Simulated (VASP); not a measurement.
Si7B, 8 atoms in the cell. It takes space group P6/mmm (No. 191, hexagonal). The conventional cell has a = 4.418 Å, b = 4.418 Å, c = 7.232 Å, α = 90.00°, β = 90.00°, γ = 120.00°. Si (site symmetry 3m) has 5 Si at 2.38 to 2.55 Å and 3 B at 2.82 Å within 3.1 Å. Within 3.2 Å of Si (site symmetry -6m2) lie 8 Si at 2.42 to 2.55 Å. Si (site symmetry 6/mmm) has 18 Si at 2.55 to 3.52 Å and 2 B at 3.62 Å within 3.7 Å. B (site symmetry 6/mmm) has 14 Si at 2.82 to 3.62 Å within 3.7 Å. The cell was built from a structure type or drawn by symmetry, and may not be a known phase.

| Quantity | Value |
| --- | --- |
| Program | VASP 6.6.1 |
| Task | single point |
| Functional | PBE |
| Potentials or basis | VASP PAW PBE potentials, release 64 (Si, B) |
| Cutoff | 500 eV |
| k mesh | 4 × 4 × 3 |
| Occupations | gaussian, width 0.2 eV |
| Spin | no spin polarisation |
| Dipole correction | no |
| Further INCAR settings | ALGO = Normal; EDIFF = 1e-06; NBANDS = 26 |

Potentials or basis: VASP PAW PBE potentials, release 64 (Si, B).

Command:

```bash
$ cat potpaw_PBE.64/Si/POTCAR potpaw_PBE.64/B/POTCAR > POTCAR
$ mpirun -np 1 vasp_std > vasp.out
```

Hardware: 1 thread of Intel(R) Xeon(R) Platinum 8488C (Sapphire Rapids), on a shared host.

Q: Estimate the wall time of this run.

A: Wall time 16 s on 1 thread of Intel(R) Xeon(R) Platinum 8488C (Sapphire Rapids), with other jobs on the host, peak memory 0.21 GiB. Counts: scf iterations 13, k points 8.
